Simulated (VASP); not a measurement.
# Hf (P6_3/mmc) in VASP: further runs

Runs on Hf. Level: revPBE. Tasks: single point, relaxation of cell and atoms.

Program: VASP 6.6.1. These are calculated values, not measurements. Logs are shortened: lines on timing, memory, paths and dates and some standing lists are left out, and cuts for length are marked.

## Step 1: The cell of the first run

It takes space group P6_3/mmc (No. 194, hexagonal). The conventional cell has a = 3.220 Å, b = 3.220 Å, c = 10.303 Å, α = 90.00°, β = 90.00°, γ = 120.00°. Hf (site symmetry -3m) has 12 Hf at 3.18 to 3.22 Å within 4.2 Å. Hf (site symmetry -6m2) has 12 Hf at 3.18 to 3.22 Å within 4.2 Å.

## Step 2: Single point, revPBE

Input file INCAR:

```
SYSTEM = Hf
ALGO = Normal
EDIFF = 1E-6
ENCUT = 520
GGA = RE
ISIF = 2
ISMEAR = -1
LASPH = .TRUE.
LCHARG = .FALSE.
LREAL = .FALSE.
LWAVE = .FALSE.
NBANDS = 28
NELM = 60
PREC = Accurate
SIGMA = 0.1
```

Input file KPOINTS:

```
k-points
0
G
  15 15 4
  0 0 0
```

Input file POSCAR:

```
Hf
1.0
    3.2201780929      0.0000000000      0.0000000000
   -1.6100890464      2.7887560332      0.0000000000
    0.0000000000      0.0000000000     10.3029246794
Hf
4
Direct
    1.0000000000      0.0000000000      1.0000000000
    1.0000000000      0.0000000000      0.5000000000
    0.3333333333      0.6666666667      0.2500000000
    0.6666666667      0.3333333333      0.7500000000
```

Potentials or basis: VASP PAW PBE potentials, release 64 (Hf_pv).

The run is started by

```
$ cat potpaw_PBE.64/Hf_pv/POTCAR > POTCAR
$ mpirun -np 1 vasp_std > vasp.out
```

OUTCAR:

```text
SYSTEM = Hf
   EDIFF = 1E-6
   ENCUT = 520
   GGA = RE
   ISIF = 2
   ISMEAR = -1
   LASPH = .TRUE.
   LREAL = .FALSE.
   NELM = 60
   PREC = Accurate

 ion  position               nearest neighbor table
   1  0.000  0.000  0.000-   3 3.18   4 3.18   4 3.18   3 3.18   4 3.18   3 3.18
   2  0.000  0.000  0.500-   3 3.18   4 3.18   4 3.18   3 3.18   4 3.18   3 3.18
   3  0.333  0.667  0.250-   1 3.18   2 3.18   1 3.18   2 3.18   1 3.18   2 3.18
   4  0.667  0.333  0.750-   1 3.18   2 3.18   1 3.18   2 3.18   1 3.18   2 3.18

  LATTYP: Found a hexagonal cell.
 ALAT       =     3.2201780929
 C/A-ratio  =     3.1994890910

  Lattice vectors:

 A1 = (   3.2201780929,   0.0000000000,   0.0000000000)
 A2 = (  -1.6100890464,   2.7887560332,   0.0000000000)
 A3 = (   0.0000000000,   0.0000000000,  10.3029246794)

Analysis of symmetry for initial positions (statically):
=====================================================================
 Subroutine PRICEL returns:
 Original cell was already a primitive cell.

 Routine SETGRP: Setting up the symmetry group for a
 hexagonal supercell.

 Subroutine GETGRP returns: Found 24 space group operations
 (whereof 12 operations were pure point group operations)
 out of a pool of 24 trial point group operations.

The static configuration has the point symmetry D_3d.
 The point group associated with its full space group is D_6h.

Analysis of symmetry for dynamics (positions and initial velocities):
=====================================================================
 Subroutine PRICEL returns:
 Original cell was already a primitive cell.

 Routine SETGRP: Setting up the symmetry group for a
 hexagonal supercell.

 Subroutine GETGRP returns: Found 24 space group operations
 (whereof 12 operations were pure point group operations)
 out of a pool of 24 trial point group operations.

The dynamic configuration has the point symmetry D_3d.
 The point group associated with its full space group is D_6h.

 Subroutine INISYM returns: Found 24 space group operations
 (whereof 12 operations are pure point group operations),
 and found     1 'primitive' translations

----------------------------------------------------------------------------------------

                                     Primitive cell

  volume of cell :      92.5233

  direct lattice vectors                    reciprocal lattice vectors
     3.220178093  0.000000000  0.000000000     0.310541831  0.179291410  0.000000000
    -1.610089046  2.788756033  0.000000000     0.000000000  0.358582819  0.000000000
     0.000000000  0.000000000 10.302924679     0.000000000  0.000000000  0.097059819

  length of vectors
     3.220178093  3.220178093 10.302924679     0.358582819  0.358582819  0.097059819

  position of ions in fractional coordinates (direct lattice)
     0.000000000  0.000000000  0.000000000
     0.000000000  0.000000000  0.500000000
     0.333333333  0.666666667  0.250000000
     0.666666667  0.333333333  0.750000000

  ion indices of the primitive-cell ions
   primitive index   ion index
                 1           1
                 2           2
                 3           3
                 4           4

----------------------------------------------------------------------------------------

 KPOINTS: k-points

Automatic generation of k-mesh.
 Grid dimensions read from file:
 generate k-points for:   15   15    4

 Generating k-lattice:

  Cartesian coordinates                     Fractional coordinates (reciprocal lattice)
     0.020702789  0.011952761  0.000000000     0.066666667  0.000000000  0.000000000
     0.000000000  0.023905521  0.000000000     0.000000000  0.066666667  0.000000000
     0.000000000  0.000000000  0.024264955     0.000000000  0.000000000  0.250000000

  Length of vectors
     0.023905521  0.023905521  0.024264955

  Shift w.r.t. Gamma in fractional coordinates (k-lattice)
     0.000000000  0.000000000  0.000000000

 Subroutine IBZKPT returns following result:
 ===========================================

 Found     81 irreducible k-points:

 Following reciprocal coordinates:
            Coordinates               Weight
  0.000000  0.000000  0.000000      1.000000
  0.066667 -0.000000  0.000000      6.000000
  0.133333 -0.000000  0.000000      6.000000
  0.200000 -0.000000  0.000000      6.000000
  0.266667 -0.000000  0.000000      6.000000
  0.333333 -0.000000  0.000000      6.000000
[... 16 lines left out ...]
  0.333333  0.200000  0.000000     12.000000
  0.400000  0.200000  0.000000      6.000000
 [... further k-points ...]
   k-points           NKPTS =     81   k-points in BZ     NKDIM =     81   number of bands    NBANDS=     28
   number of dos      NEDOS =    301   number of ions     NIONS =      4
   total plane-waves  NPLWV =  46080
   dimension x,y,z NGX =    24 NGY =   24 NGZ =   80
   dimension x,y,z NGXF=    48 NGYF=   48 NGZF=  160
   ions per type =               4
   NGX,Y,Z   is equivalent  to a cutoff of  12.39, 12.39, 12.91 a.u.
   NGXF,Y,Z  is equivalent  to a cutoff of  24.78, 24.78, 25.82 a.u.
 SYSTEM =  Hf
   PREC   = accura    normal or accurate (medium, high low for compatibility)
   ISTART =      0    job   : 0-new  1-cont  2-samecut
   ICHARG =      2    charge: 1-file 2-atom 10-const
   ISPIN  =      1    spin polarized calculation?
   LNONCOLLINEAR =      F non collinear calculations
   LSORBIT =      F    spin-orbit coupling
   LASPH  =      T    aspherical Exc in radial PAW
   ENCUT  =  520.0 eV  38.22 Ry    6.18 a.u.   5.99  5.99 19.16*2*pi/ulx,y,z
   NELM   =     60;   NELMIN=  2; NELMDL= -5     # of ELM steps
   EDIFF  = 0.1E-05   stopping-criterion for ELM
   LREAL  =      F    real-space projection
   EDIFFG = 0.1E-04   stopping-criterion for IOM
   NSW    =      0    number of steps for IOM
   IBRION =     -1    ionic relax: 0-MD 1-quasi-New 2-CG
   NFREE  =      0    steps in history (QN), initial steepest desc. (CG)
   ISIF   =      2    stress and relaxation
   ISYM   =      2    0-nonsym 1-usesym 2-fastsym
   POTIM  = 0.5000    time-step for ionic-motion
   TEBEG  =    0.0;   TEEND  =   0.0 temperature during run
   PSTRESS=    0.0 pullay stress
   NELECT =      40.0000    total number of electrons
   NUPDOWN=      -1.0000    fix difference up-down
   EMIN   =  10.00;   EMAX   =-10.00  energy-range for DOS
   EFERMI =   0.00;   METHOD = LEGACY
   ISMEAR =    -1;   SIGMA  =   0.10  broadening in eV -4-tet -1-fermi 0-gaus
   EFERMI_NEDOS =   21; number of points for ismear=-14 and -15
   IALGO  =     38    algorithm
   IMIX   =      4    mixing-type and parameters
     AMIX     =   0.40;   BMIX     =  1.00
     AMIX_MAG =   1.60;   BMIX_MAG =  1.00
  volume/ion in A,a.u.               =      23.13       156.09
  Fermi-wavevector in a.u.,A,eV,Ry     =   1.237878  2.339250 20.848778  1.532342
  Thomas-Fermi vector in A             =   2.372427
   LORBIT       =      0    0 simple, 1 ext, 2 COOP (PROOUT), +10 PAW based schemes
   GGA     = RE    functional components
   LHFCALC =     F    Hartree Fock is set to
   AEXX    =    0.0000 exact exchange contribution
   IVDW    =     0    specifies the selected vdW correction
   LEPSILON=     F    determine dielectric tensor
   LRPA    =     F    only Hartree local field effects (RPA)
 non-spin polarized calculation
  energy-cutoff  :      520.00
  volume of cell :       92.52
 maximum number of plane-waves:      2532
 NGX is ok and might be reduce to    24
   NGX = 11   NGY = 11   NGZ = 39

 number of electron      40.0000015 magnetization

 Free energy of the ion-electron system (eV)
  ---------------------------------------------------
  ext. energy  EPLUGINS =         0.00000000
  ---------------------------------------------------
  free energy    TOTEN  =       -38.23220317 eV

  energy without entropy =      -38.06212676  energy(sigma->0) =      -38.14716497

 E-fermi :   4.6503     XC(G=0): -11.0888

 val. band max:        4.6484514135   @ k =   0.2667   0.2000   0.2500
 cond. band min:       4.6507159500   @ k =   0.2000   0.1333   0.2500
 fundamental gap:      0.0022645365
 Fermi energy:         4.6502695532

 k-point     1 :       0.0000    0.0000    0.0000
  band No.  band energies     occupation
      1     -26.3408      2.00000
      2     -25.9937      2.00000
      3     -25.9580      2.00000
      4     -25.7036      2.00000
      5     -25.7036      2.00000
      6     -25.6641      2.00000
[... 20 lines left out ...]
     27       6.4886      0.00000
     28       6.4886      0.00000

 k-point     2 :       0.0667   -0.0000    0.0000
  band No.  band energies     occupation
      1     -26.3306      2.00000
      2     -25.9973      2.00000
      3     -25.9615      2.00000
      4     -25.7260      2.00000
      5     -25.7110      2.00000
      6     -25.6804      2.00000
[... 20 lines left out ...]
     27       6.5082      0.00000
     28       6.5993      0.00000

 k-point     3 :       0.1333   -0.0000    0.0000
  band No.  band energies     occupation
      1     -26.3010      2.00000
      2     -26.0120      2.00000
      3     -25.9758      2.00000
      4     -25.7873      2.00000
      5     -25.7313      2.00000
      6     -25.7257      2.00000
[... 20 lines left out ...]
     27       6.7604      0.00000
     28       6.9266      0.00000

 k-point     4 :       0.2000   -0.0000    0.0000
  band No.  band energies     occupation
      1     -26.2552      2.00000
      2     -26.0495      2.00000
      3     -26.0101      2.00000
      4     -25.8739      2.00000
      5     -25.8014      2.00000
      6     -25.7605      2.00000
[... 20 lines left out ...]
     27       7.0845      0.00000
     28       7.1819      0.00000

 k-point     5 :       0.2667   -0.0000    0.0000
  band No.  band energies     occupation
      1     -26.2013      2.00000
      2     -26.1160      2.00000
      3     -26.0647      2.00000
      4     -25.9703      2.00000
      5     -25.9052      2.00000
      6     -25.7930      2.00000
[... 20 lines left out ...]
     27       7.1948      0.00000
     28       7.7657      0.00000

 k-point     6 :       0.3333   -0.0000    0.0000
  band No.  band energies     occupation
      1     -26.1959      2.00000
      2     -26.1829      2.00000
      3     -26.0870      2.00000
      4     -26.0618      2.00000
      5     -26.0057      2.00000
      6     -25.8232      2.00000
[... 463 lines left out ...]
      5     -26.0144      2.00000
      6     -25.8960      2.00000
[... 20 lines left out ...]
     27       7.8894      0.00000
     28       8.1997      0.00000

 k-point    22 :       0.2667    0.2000    0.0000
  band No.  band energies     occupation
      1     -26.2105      2.00000
      2     -26.1649      2.00000
      3     -26.0867      2.00000
      4     -26.0615      2.00000
      5     -26.0541      2.00000
      6     -25.9379      2.00000
[... 20 lines left out ...]
     27       8.1270      0.00000
     28       8.4272      0.00000

 k-point    23 :       0.3333    0.2000    0.0000
  band No.  band energies     occupation
      1     -26.2376      2.00000
      2     -26.1889      2.00000
      3     -26.1170      2.00000
      4     -26.0812      2.00000
      5     -26.0073      2.00000
      6     -25.9587      2.00000
[... 20 lines left out ...]
     27       7.9437      0.00000
     28       9.1192      0.00000

 k-point    24 :       0.4000    0.2000    0.0000
  band No.  band energies     occupation
      1     -26.2475      2.00000
      2     -26.1971      2.00000
      3     -26.1246      2.00000
      4     -26.0931      2.00000
      5     -25.9750      2.00000
      6     -25.9586      2.00000
[... 20 lines left out ...]
     27       7.8723      0.00000
     28       9.4236      0.00000

 [... further k-points ...]

------------------------ aborting loop because EDIFF is reached ----------------------------------------

  FORCE on cell =-STRESS in cart. coord.  units (eV):
  Direction    XX          YY          ZZ          XY          YZ          ZX
  --------------------------------------------------------------------------------------
  -------------------------------------------------------------------------------------
  Total       -0.2524911     -0.2524911     -0.3026512     -0.0000000      0.0000000      0.0000000
  in kB       -4.3722575     -4.3722575     -5.2408533     -0.0000000      0.0000000      0.0000000
  external PRESSURE =      -4.6617894 kB  Pullay stress =       0.0000000 kB

 VOLUME and BASIS-vectors are now :
 -----------------------------------------------------------------------------
  energy-cutoff  :      520.00
  volume of cell :       92.52
      direct lattice vectors                 reciprocal lattice vectors
     3.220178093  0.000000000  0.000000000     0.310541831  0.179291410  0.000000000
    -1.610089046  2.788756033  0.000000000     0.000000000  0.358582819  0.000000000
     0.000000000  0.000000000 10.302924679     0.000000000  0.000000000  0.097059819

 POSITION                                       TOTAL-FORCE (eV/Angst)
 -----------------------------------------------------------------------------------
      0.00000      0.00000      0.00000         0.000000      0.000000      0.000000
      0.00000      0.00000      5.15146         0.000000      0.000000      0.000000
     -0.00000      1.85917      2.57573         0.000000      0.000000      0.000000
      1.61009      0.92959      7.72719        -0.000000     -0.000000     -0.000000
 -----------------------------------------------------------------------------------
    total drift:                               -0.000000      0.000000     -0.000000

  FREE ENERGIE OF THE ION-ELECTRON SYSTEM (eV)
  ---------------------------------------------------
  free  energy   TOTEN  =       -38.2322031704 eV

  energy  without entropy=      -38.0621267602  energy(sigma->0) =      -38.14716497
```

It took 4.8 min on 1 thread of Intel Xeon 8259CL, shared host; peak memory 0.3 GiB.

What came out:

```
Free energy            : -38.2322 eV
Pressure               : -0.5 GPa
Band gap on the k mesh : zero (band 20 reaches 5.78 eV, above the bottom of band 21 at 4.13 eV)
```

Levels at points of the mesh, in eV from the Fermi level:
```tsv
k point	band 16	band 17	band 18	band 19	band 20	band 21	band 22	band 23	band 24	band 25
(0.00, 0.00, 0.00)	-3.53	0.17	0.21	0.54	1.08	1.08	1.19	1.19	1.50	1.65
(0.00, 0.00, 0.50)	-3.94	0.08	0.08	1.02	1.02	1.26	1.26	1.26	1.26	1.52
```

Caveat: the PAW data sets were made with another functional, which shifts forces and pressure a little; spin-orbit coupling is left out, which moves the levels of the heavy elements.

## Step 3: Relaxation of cell and atoms, revPBE

This run uses another cell than the first one, of 22.38 Å³/atom, 0.968 times its volume.

Input file INCAR:

```
PREC = Accurate
ENCUT = 600
EDIFF = 1E-6
ISMEAR = -1
SIGMA = 0.1
LREAL = F
LASPH = T
NELM = 60
ALGO = Normal
ISIF = 3
LWAVE = F
LCHARG = F
GGA = RE
IBRION = 2
NSW = 80
EDIFFG = -0.01
```

Input file KPOINTS:

```
regular mesh
0
Gamma
  11 11 3
```

Input file POSCAR:

```
Hf
1.0
    3.1631972627      0.0000000000      0.0000000000
   -1.5815986313      2.7394091867      0.0000000000
    0.0000000000      0.0000000000     10.3310022599
Hf
4
Direct
    0.0000000000      0.0000000000      0.0000000000
    0.0000000000      0.0000000000      0.5000000000
    0.3333333333      0.6666666667      0.2500000000
    0.6666666667      0.3333333333      0.7500000000
```

Potentials or basis: VASP PAW PBE potentials, release 64 (Hf_pv).

The run is started by

```
$ cat potpaw_PBE.64/Hf_pv/POTCAR > POTCAR
$ mpirun -np 1 vasp_std > vasp.out
```

Run time: 10 min. Hardware: 1 thread of Intel Xeon 8259CL, shared host; peak memory 0.29 GiB.

It converged, with:

- Free energy: -38.2336 eV
- Relaxed volume: 23.03 Å³/atom
- Relaxed cell: a = 3.216 Å, b = 3.216 Å, c = 10.285 Å, α = 90.00°, β = 90.00°, γ = 120.00°
- Space group after relaxing (to 0.05 Å): P6_3/mmc (No. 194)
- Energy gained by relaxing: 8.8 meV/atom
- Ionic steps: 5
- Pressure after relaxing: 0.0 GPa
- Band gap on the k mesh: zero (band 20 reaches 5.85 eV, above the bottom of band 21 at 4.29 eV)

The path:
| step | energy change (eV) | largest force (eV/Å) | pressure (GPa) | volume (Å³) |
| --- | --- | --- | --- | --- |
| 1 | 0.0000 | 0.0000 | 3.06 | 89.52 |
| 2 | -0.0042 | 0.0000 | -3.18 | 95.16 |
| 3 | -0.0317 | 0.0000 | -0.31 | 92.40 |
| 4 | -0.0353 | 0.0000 | -0.05 | 92.17 |
| 5 | -0.0354 | 0.0000 | -0.03 | 92.14 |

Final structure:
```cif
data_structure
_symmetry_space_group_name_H-M 'P 1'
_symmetry_Int_Tables_number 1
_cell_length_a 3.2162
_cell_length_b 3.2162
_cell_length_c 10.2851
_cell_angle_alpha 90.000
_cell_angle_beta 90.000
_cell_angle_gamma 120.000
_cell_volume 92.14
loop_
_atom_site_label
_atom_site_type_symbol
_atom_site_fract_x
_atom_site_fract_y
_atom_site_fract_z
_atom_site_occupancy
Hf1 Hf 0.00000 0.00000 0.00000 1
Hf2 Hf 0.00000 0.00000 0.50000 1
Hf3 Hf 0.33333 0.66667 0.25000 1
Hf4 Hf 0.66667 0.33333 0.75000 1
```

Levels at points of the mesh, in eV from the Fermi level:
| k point | band 17 | band 18 | band 19 | band 20 | band 21 | band 22 | band 23 | band 24 |
| --- | --- | --- | --- | --- | --- | --- | --- | --- |
| (0.00, 0.00, 0.00) | 0.17 | 0.21 | 0.55 | 1.07 | 1.07 | 1.18 | 1.18 | 1.51 |

Caveat: the PAW data sets were made with another functional, which shifts forces and pressure a little; spin-orbit coupling is left out, which moves the levels of the heavy elements.
